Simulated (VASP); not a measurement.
# InSb (F-43m) in VASP: settings compared

Aim: see how the results for InSb move with the level of theory and the settings. Levels: PBE0, HF. Tasks: single point.

Everything below comes from runs of VASP 6.6.1. Logs are shortened: lines on timing, memory, paths and dates and some standing lists are left out, and cuts for length are marked.

## Step 1: The cell of the first run

It takes space group F-43m (No. 216, cubic). Conventional cell: a = 6.520 Å, b = 6.520 Å, c = 6.520 Å, α = 90.00°, β = 90.00°, γ = 90.00°. Within 3.7 Å of In (site symmetry -43m) lie 4 Sb at 2.82 Å. Within 3.7 Å of Sb (site symmetry -43m) lie 4 In at 2.82 Å.

## Step 2: Single point, PBE0

POSCAR reads:

```
InSb
1.0
    0.0000000000      3.2599290560      3.2599290560
    3.2599290560      0.0000000000      3.2599290560
    3.2599290560      3.2599290560      0.0000000000
In Sb
1 1
Direct
    0.0000000000      0.0000000000      0.0000000000
    0.2500000000      0.2500000000      0.2500000000
```

INCAR.step1 reads:

```
PREC = Accurate ; ENCUT = 400
EDIFF = 1E-5 ; ISMEAR = 0
SIGMA = 0.1 ; LREAL = False
LASPH = True ; NELM = 120
ALGO = Normal ; ISIF = 2
LWAVE = True ; NBANDS = 21
GGA = PE ; GGA_COMPAT = False
```

INCAR.step2 reads:

```
PREC = Accurate ; ENCUT = 400
EDIFF = 1E-6 ; ISMEAR = 0
SIGMA = 0.1 ; LREAL = False
LASPH = True ; NELM = 120
ALGO = Normal ; ISIF = 2
LWAVE = False ; LCHARG = True
GGA = PE ; LHFCALC = True
AEXX = 0.25 ; PRECFOCK = Normal
LELF = True ; LVHAR = True
NBANDS = 21 ; ISTART = 1
GGA_COMPAT = False
```

KPOINTS reads:

```
regular mesh
0
Gamma
  4 4 4
```

Potentials or basis: VASP PAW PBE potentials, release 64 (In_d, Sb_d_GW).

Command:

```bash
cat potpaw_PBE.64/In_d/POTCAR potpaw_PBE.64/Sb_d_GW/POTCAR > POTCAR
cp INCAR.step1 INCAR
mpirun -np 1 vasp_std > vasp.out
cp INCAR.step2 INCAR
mpirun -np 1 vasp_std > vasp.out
```

OUTCAR:

```text
PREC = Accurate
   ENCUT = 400
   EDIFF = 1E-6
   ISMEAR = 0
   LREAL = False
   LASPH = True
   NELM = 120
   ISIF = 2
   GGA = PE
   LHFCALC = True
   AEXX = 0.25
   PRECFOCK = Normal
   ISTART = 1

 ion  position               nearest neighbor table
   1  0.000  0.000  0.000-   2 2.82   2 2.82   2 2.82   2 2.82
   2  0.250  0.250  0.250-   1 2.82   1 2.82   1 2.82   1 2.82

  LATTYP: Found a face centered cubic cell.
 ALAT       =     6.5198581120

  Lattice vectors:

 A1 = (   0.0000000000,   3.2599290560,   3.2599290560)
 A2 = (   3.2599290560,   0.0000000000,   3.2599290560)
 A3 = (   3.2599290560,   3.2599290560,   0.0000000000)

Analysis of symmetry for initial positions (statically):
=====================================================================
 Subroutine PRICEL returns:
 Original cell was already a primitive cell.

 Routine SETGRP: Setting up the symmetry group for a
 face centered cubic supercell.

 Subroutine GETGRP returns: Found 24 space group operations
 (whereof 24 operations were pure point group operations)
 out of a pool of 48 trial point group operations.

The static configuration has the point symmetry T_d .

Analysis of symmetry for dynamics (positions and initial velocities):
=====================================================================
 Subroutine PRICEL returns:
 Original cell was already a primitive cell.

 Routine SETGRP: Setting up the symmetry group for a
 face centered cubic supercell.

 Subroutine GETGRP returns: Found 24 space group operations
 (whereof 24 operations were pure point group operations)
 out of a pool of 48 trial point group operations.

The dynamic configuration has the point symmetry T_d .

 Subroutine INISYM returns: Found 24 space group operations
 (whereof 24 operations are pure point group operations),
 and found     1 'primitive' translations

----------------------------------------------------------------------------------------

                                     Primitive cell

  volume of cell :      69.2874

  direct lattice vectors                    reciprocal lattice vectors
     0.000000000  3.259929056  3.259929056    -0.153377571  0.153377571  0.153377571
     3.259929056  0.000000000  3.259929056     0.153377571 -0.153377571  0.153377571
     3.259929056  3.259929056  0.000000000     0.153377571  0.153377571 -0.153377571

  length of vectors
     4.610235883  4.610235883  4.610235883     0.265657746  0.265657746  0.265657746

  position of ions in fractional coordinates (direct lattice)
     0.000000000  0.000000000  0.000000000
     0.250000000  0.250000000  0.250000000

  ion indices of the primitive-cell ions
   primitive index   ion index
                 1           1
                 2           2

----------------------------------------------------------------------------------------

 KPOINTS: regular mesh

Automatic generation of k-mesh.
 Grid dimensions read from file:
 generate k-points for:    4    4    4

 Generating k-lattice:

  Cartesian coordinates                     Fractional coordinates (reciprocal lattice)
    -0.038344393  0.038344393  0.038344393     0.250000000  0.000000000  0.000000000
     0.038344393 -0.038344393  0.038344393     0.000000000  0.250000000  0.000000000
     0.038344393  0.038344393 -0.038344393     0.000000000  0.000000000  0.250000000

  Length of vectors
     0.066414436  0.066414436  0.066414436

  Shift w.r.t. Gamma in fractional coordinates (k-lattice)
     0.000000000  0.000000000  0.000000000

 Subroutine IBZKPT returns following result:
 ===========================================

 Found      8 irreducible k-points:

 Following reciprocal coordinates:
            Coordinates               Weight
  0.000000  0.000000  0.000000      1.000000
  0.250000  0.000000  0.000000      8.000000
  0.500000  0.000000  0.000000      4.000000
  0.250000  0.250000  0.000000      6.000000
  0.500000  0.250000  0.000000     24.000000
 -0.250000  0.250000  0.000000     12.000000
  0.500000  0.500000  0.000000      3.000000
 -0.250000  0.500000  0.250000      6.000000
   k-points           NKPTS =      8   k-points in BZ     NKDIM =     64   number of bands    NBANDS=     21
   number of dos      NEDOS =    301   number of ions     NIONS =      2
   total plane-waves  NPLWV =  27000
   dimension x,y,z NGX =    30 NGY =   30 NGZ =   30
   dimension x,y,z NGXF=    60 NGYF=   60 NGZF=   60
   ions per type =               1   1
   NGX,Y,Z   is equivalent  to a cutoff of  10.82, 10.82, 10.82 a.u.
   NGXF,Y,Z  is equivalent  to a cutoff of  21.64, 21.64, 21.64 a.u.
 SYSTEM =  unknown system
   PREC   = accura    normal or accurate (medium, high low for compatibility)
   ISTART =      1    job   : 0-new  1-cont  2-samecut
   ICHARG =      0    charge: 1-file 2-atom 10-const
   ISPIN  =      1    spin polarized calculation?
   LNONCOLLINEAR =      F non collinear calculations
   LSORBIT =      F    spin-orbit coupling
   LASPH  =      T    aspherical Exc in radial PAW
   ENCUT  =  400.0 eV  29.40 Ry    5.42 a.u.   7.52  7.52  7.52*2*pi/ulx,y,z
   NELM   =    120;   NELMIN=  2; NELMDL=  0     # of ELM steps
   EDIFF  = 0.1E-05   stopping-criterion for ELM
   LREAL  =      F    real-space projection
   EDIFFG = 0.1E-04   stopping-criterion for IOM
   NSW    =      0    number of steps for IOM
   IBRION =     -1    ionic relax: 0-MD 1-quasi-New 2-CG
   NFREE  =      0    steps in history (QN), initial steepest desc. (CG)
   ISIF   =      2    stress and relaxation
   ISYM   =      3    0-nonsym 1-usesym 2-fastsym
   POTIM  = 0.5000    time-step for ionic-motion
   TEBEG  =    0.0;   TEEND  =   0.0 temperature during run
   PSTRESS=    0.0 pullay stress
   NELECT =      28.0000    total number of electrons
   NUPDOWN=      -1.0000    fix difference up-down
   EMIN   =  10.00;   EMAX   =-10.00  energy-range for DOS
   EFERMI =   0.00;   METHOD = LEGACY
   ISMEAR =     0;   SIGMA  =   0.10  broadening in eV -4-tet -1-fermi 0-gaus
   EFERMI_NEDOS =   21; number of points for ismear=-14 and -15
   IALGO  =     38    algorithm
   IMIX   =      1    mixing-type and parameters
     AMIX     =   0.40;   BMIX     =  1.00
     AMIX_MAG =   1.60;   BMIX_MAG =  1.00
  volume/ion in A,a.u.               =      34.64       233.79
  Fermi-wavevector in a.u.,A,eV,Ry     =   1.210346  2.287221 19.931668  1.464936
  Thomas-Fermi vector in A             =   2.345895
   LORBIT       =      0    0 simple, 1 ext, 2 COOP (PROOUT), +10 PAW based schemes
   GGA     = PE    functional components
   LHFCALC =     T    Hartree Fock is set to
   PRECFOCK=normal    Normal, Fast or Accurate (Low or Medium for compatibility)
   ENCUT4O =  -1.0   cutoff for four orbital integrals eV
   NKREDX  =     1    reduce k-point grid by
   NKREDY  =     1    reduce k-point grid by
   NKREDZ  =     1    reduce k-point grid by
   AEXX    =    0.2500 exact exchange contribution
   HFSCREEN=    0.0000 screening length (either q_TF or 0.3 A-1)
   HFSCREENC=   0.0000 screening length for correlation (either q_TF or 0.3 A-1)
   ENCUTFOCK=  -1.0 apply spherical cutoff to Coloumb kernel
   IVDW    =     0    specifies the selected vdW correction
   LEPSILON=     F    determine dielectric tensor
   LRPA    =     F    only Hartree local field effects (RPA)
 non-spin polarized calculation
 Gauss-broadening in eV      SIGMA  =   0.10
  energy-cutoff  :      400.00
  volume of cell :       69.29
 maximum number of plane-waves:      1283
  NGX = 24; NGY = 24; NGZ = 24

 number of electron      28.0000016 magnetization

 Free energy of the ion-electron system (eV)
  ---------------------------------------------------
  ext. energy  EPLUGINS =         0.00000000
  ---------------------------------------------------
  free energy    TOTEN  =        -9.05161946 eV

  energy without entropy =       -9.05161946  energy(sigma->0) =       -9.05161946

 E-fermi :   3.9163     XC(G=0):  -6.9345

 val. band max:        3.3903284410   @ k =   0.0000   0.0000   0.0000
 cond. band min:       4.4714831037   @ k =   0.0000   0.0000   0.0000
 fundamental gap:      1.0811546627
 Fermi energy:         3.9163478605

 k-point     1 :       0.0000    0.0000    0.0000
  band No.  band energies     occupation
      1     -27.3844      2.00000
      2     -27.3844      2.00000
      3     -27.3844      2.00000
      4     -27.3661      2.00000
      5     -27.3661      2.00000
      6     -13.0696      2.00000
[... 13 lines left out ...]
     20      13.2938      0.00000
     21      13.2938      0.00000

 k-point     2 :       0.2500    0.0000    0.0000
  band No.  band energies     occupation
      1     -27.3844      2.00000
      2     -27.3840      2.00000
      3     -27.3840      2.00000
      4     -27.3658      2.00000
      5     -27.3658      2.00000
      6     -13.0891      2.00000
[... 13 lines left out ...]
     20      12.1927      0.00000
     21      12.1927      0.00000

 k-point     3 :       0.5000    0.0000    0.0000
  band No.  band energies     occupation
      1     -27.3841      2.00000
      2     -27.3836      2.00000
      3     -27.3836      2.00000
      4     -27.3655      2.00000
      5     -27.3655      2.00000
      6     -13.1083      2.00000
[... 13 lines left out ...]
     20      14.2662      0.00000
     21      14.2662      0.00000

 k-point     4 :       0.2500    0.2500    0.0000
  band No.  band energies     occupation
      1     -27.3853      2.00000
      2     -27.3836      2.00000
      3     -27.3836      2.00000
      4     -27.3663      2.00000
      5     -27.3655      2.00000
      6     -13.1064      2.00000
[... 13 lines left out ...]
     20      13.7742      0.00000
     21      13.9927      0.00000

 k-point     5 :       0.5000    0.2500    0.0000
  band No.  band energies     occupation
      1     -27.3848      2.00000
      2     -27.3830      2.00000
      3     -27.3829      2.00000
      4     -27.3658      2.00000
      5     -27.3650      2.00000
      6     -13.1223      2.00000
[... 13 lines left out ...]
     20      14.5341      0.00000
     21      14.7176      0.00000

 k-point     6 :      -0.2500    0.2500    0.0000
  band No.  band energies     occupation
      1     -27.3841      2.00000
      2     -27.3837      2.00000
      3     -27.3836      2.00000
      4     -27.3655      2.00000
      5     -27.3655      2.00000
      6     -13.1105      2.00000
[... 13 lines left out ...]
     20      13.2010      0.00000
     21      14.9042      0.00000

 k-point     7 :       0.5000    0.5000    0.0000
  band No.  band energies     occupation
      1     -27.3859      2.00000
      2     -27.3823      2.00000
      3     -27.3823      2.00000
      4     -27.3664      2.00000
      5     -27.3646      2.00000
      6     -13.1395      2.00000
[... 13 lines left out ...]
     20      15.5755      0.00000
     21      15.6375      0.00000

 k-point     8 :      -0.2500    0.5000    0.2500
  band No.  band energies     occupation
      1     -27.3841      2.00000
      2     -27.3839      2.00000
      3     -27.3821      2.00000
      4     -27.3658      2.00000
      5     -27.3647      2.00000
      6     -13.1281      2.00000
[... 13 lines left out ...]
     20      15.0308      0.00000
     21      15.4912      0.00000

------------------------ aborting loop because EDIFF is reached ----------------------------------------

  FORCE on cell =-STRESS in cart. coord.  units (eV):
  Direction    XX          YY          ZZ          XY          YZ          ZX
  --------------------------------------------------------------------------------------
  -------------------------------------------------------------------------------------
  Total        0.1339844      0.1339844      0.1339844     -0.0000000      0.0000000      0.0000000
  in kB        3.0982072      3.0982072      3.0982072     -0.0000000      0.0000000      0.0000000
  external PRESSURE =       3.0982072 kB  Pullay stress =       0.0000000 kB

 VOLUME and BASIS-vectors are now :
 -----------------------------------------------------------------------------
  energy-cutoff  :      400.00
  volume of cell :       69.29
      direct lattice vectors                 reciprocal lattice vectors
     0.000000000  3.259929056  3.259929056    -0.153377571  0.153377571  0.153377571
     3.259929056  0.000000000  3.259929056     0.153377571 -0.153377571  0.153377571
     3.259929056  3.259929056  0.000000000     0.153377571  0.153377571 -0.153377571

 POSITION                                       TOTAL-FORCE (eV/Angst)
 -----------------------------------------------------------------------------------
      0.00000      0.00000      0.00000         0.000000     -0.000000     -0.000000
      1.62996      1.62996      1.62996        -0.000000      0.000000      0.000000
 -----------------------------------------------------------------------------------
    total drift:                               -0.000019     -0.000002     -0.000017

  FREE ENERGIE OF THE ION-ELECTRON SYSTEM (eV)
  ---------------------------------------------------
  free  energy   TOTEN  =        -9.0516194584 eV

  energy  without entropy=       -9.0516194584  energy(sigma->0) =       -9.05161946
```

Wall time 15 min (1 thread of Intel Xeon Platinum 8259CL at 2.50GHz (Skylake/Cascade Lake), shared host); peak memory 0.19 GiB.

What came out:

| Item | Value |
| --- | --- |
| Free energy | -9.0516 eV |
| Pressure | 0.3 GPa |
| Band gap on the k mesh | 1.08 eV |

Caveat: the PAW data sets were made with another functional, which shifts forces and pressure a little; spin-orbit coupling is left out, which moves the levels of the heavy elements.

## Step 3: Single point, HF

POSCAR is that of step 2.

INCAR.step1 reads:

```
  ALGO = Normal
  EDIFF = 1E-5
  ENCUT = 400
  GGA = PE
  GGA_COMPAT = F
  ISIF = 2
  ISMEAR = 0
  LASPH = T
  LREAL = F
  LWAVE = T
  NBANDS = 21
  NELM = 120
  PREC = Accurate
  SIGMA = 0.1
```

INCAR.step2 reads:

```
  AEXX = 1.0
  AGGAC = 0.0
  ALDAC = 0.0
  ALGO = Normal
  EDIFF = 1E-6
  ENCUT = 400
  GGA = PE
  GGA_COMPAT = F
  ISIF = 2
  ISMEAR = 0
  ISTART = 1
  LASPH = T
  LCHARG = T
  LELF = T
  LHFCALC = T
  LREAL = F
  LVHAR = T
  LWAVE = F
  NBANDS = 21
  NELM = 120
  PREC = Accurate
  PRECFOCK = Normal
  SIGMA = 0.1
```

KPOINTS reads:

```
k-points
0
Gamma
  4 4 4
```

Potentials or basis: VASP PAW PBE potentials, release 64 (In_d, Sb_d_GW).

Command:

```bash
cat potpaw_PBE.64/In_d/POTCAR potpaw_PBE.64/Sb_d_GW/POTCAR > POTCAR
cp INCAR.step1 INCAR
mpirun -np 1 vasp_std > vasp.out
cp INCAR.step2 INCAR
mpirun -np 1 vasp_std > vasp.out
```

Run time: 15 min. Hardware: 1 thread of AMD EPYC 9R45 (Zen 5), shared host; peak memory 0.16 GiB.

Results (log left out):

```yaml
Free_energy: -13.8573 eV
Pressure: 2.4 GPa
Band_gap_on_the_k_mesh: 5.94 eV
```

Levels at points of the mesh, in eV from the valence-band top:
```csv
k point,band 12,band 13,band 14,band 15,band 16,band 17
"(0.00, 0.00, 0.00)",0.00,0.00,0.00,5.94,8.71,8.71
"(0.50, 0.00, 0.00)",-7.44,-1.30,-1.30,6.19,9.65,9.65
"(0.50, 0.50, 0.00)",-7.81,-2.98,-2.98,6.57,6.71,15.61
```

Caveat: the PAW data sets were made with another functional, which shifts forces and pressure a little; spin-orbit coupling is left out, which moves the levels of the heavy elements. A k mesh can miss the band edges.
